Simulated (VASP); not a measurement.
Crystal: ZrS.

```
CELL_PARAMETERS angstrom
0.00000 2.71274 2.71274
2.71274 0.00000 2.71274
2.71274 2.71274 0.00000
ATOMIC_POSITIONS crystal
Zr 0.00000 0.00000 0.00000
S 0.50000 0.50000 0.50000
```

Base run:

- Program: VASP 6.6.1
- Functional: LDA
- Potentials or basis: VASP PAW LDA potentials, release 64 (Zr_sv, S)
- Cutoff: 520 eV
- k mesh: 16 × 16 × 16
- Occupations: gaussian, width 0.15 eV
- Spin: collinear spin
- Starting moments: [0.8, 0.0] μB
- Fixed moment: 0.8 μB

Its results: pressure -16.4 GPa; site moments Zr +0.48; S +0.02 μB.

Problem. The run is repeated on the same cell with these changes: fixed moment from 0.8 μB to 1 μB; moments at the start from [0.8, 0.0] to [1.0, 0.0]. What comes out?

Solution. Pressure -15.7 GPa; site moments Zr +0.60; S +0.03 μB.

Caveats: the cell stands under tension; the total moment is fixed, so each spin has its own Fermi level.
